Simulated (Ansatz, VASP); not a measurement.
## One calculation of La, two programs

File INCAR:

```
SYSTEM = La
PREC = Accurate
ENCUT = 520
EDIFF = 1E-6
ISMEAR = -1
SIGMA = 0.05
LREAL = .False.
LASPH = .True.
NELM = 60
ALGO = Normal
ISIF = 2
LWAVE = .False.
LCHARG = .False.
GGA = CA
NBANDS = 12
```

KPOINTS

```
regular mesh
0
Gamma
  12 12 12
  0 0 0
```

The input POSCAR:

```
La
1.0
    0.0000000000      2.6480000000      2.6480000000
    2.6480000000      0.0000000000      2.6480000000
    2.6480000000      2.6480000000      0.0000000000
La
1
Direct
    0.0000000000      0.0000000000      0.0000000000
```

Input for Ansatz:

```yaml
crystal:
  lattice:
    - [0.0, 2.648, 2.648]
    - [2.648, 0.0, 2.648]
    - [2.648, 2.648, 0.0]
  atoms:
    - { symbol: La, position: [0.0, 0.0, 0.0] }
kpoints:
  mp_grid: { grid: [12, 12, 12] }
  band_path:
    path:
      - [0.0, 0.0, 0.0]
      - [0.5, 0.0, 0.5]
      - [0.625, 0.25, 0.625]
      - [0.375, 0.375, 0.75]
      - [0.0, 0.0, 0.0]
      - [0.5, 0.5, 0.5]
      - [0.5, 0.25, 0.75]
      - [0.5, 0.0, 0.5]
    npoints: 5
scf:
  occupations: { method: fermi_dirac, width: 0.05 }
hamiltonian:
  xc: lda
  pseudopotentials: { kind: all_electron, lapw: { basis_error: 0.00025 } }
output:
  forces: true
  stress: true
  eigenvalues: true
```

Alike in both runs: task single point; functional LDA; k mesh 12 × 12 × 12; occupations fermi-dirac, width 0.05 eV; no spin polarisation.

```csv
,VASP,Ansatz
version,VASP 6.6.1,Ansatz 0.2.0
potentials or method,"VASP PAW LDA potentials, release 64 (La), cutoff 520 eV","all-electron LAPW, scalar-relativistic"
```

```csv
,VASP,Ansatz,Ansatz less VASP
pressure (GPa),-3.7,-3.6,+0.09
```

LDA's correlation is that of Perdew and Zunger in VASP and of Perdew and Wang (1992) in Ansatz. Ansatz ran all-electron here, and VASP with PAW potentials.

Neither program's run includes spin-orbit coupling.
